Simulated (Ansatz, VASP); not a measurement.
# LiF3 in VASP and in Ansatz

```
CELL_PARAMETERS angstrom
2.44345 0.00000 0.00000
-1.22173 2.11609 0.00000
0.00000 0.00000 8.01071
ATOMIC_POSITIONS crystal
Li 0.66667 0.33333 0.00000
F 0.66667 0.33333 0.50000
F 0.33333 0.66667 0.25407
F 0.33333 0.66667 0.74593
```

Change from the starting cell: species swapped into the ZnCu3 type (P-6m2, No. 187).

Alike in both runs: task single point; functional PBE; k mesh 12 × 12 × 2; occupations gaussian, width 0.1 eV; no spin polarisation.

|  | VASP | Ansatz |
| --- | --- | --- |
| version | VASP 6.6.1 | Ansatz 0.2.0 |
| potentials or method | VASP PAW PBE potentials, release 64 (Li_sv, F), cutoff 520 eV | scalar-relativistic, plane waves, PAW |
| valence electrons in the cell | 24 | 24 |

```csv
,VASP,Ansatz,Ansatz less VASP
gap on the k mesh at the Fermi level (eV),none,none,-
rms of the force components (eV/Å),1.115,1.117,+0.0029
```

Atom by atom the forces differ by 0.003 eV/Å (rms over components). A gap of «none» marks a metal or a gap that the smearing closes. With one functional, cell and mesh, what is left measures potentials, basis and numerics.

The k mesh is coarse, so the values compare programs but aren't converged. Noted on VASP's run: the cutoff is short for stress, so the pressure is rough.
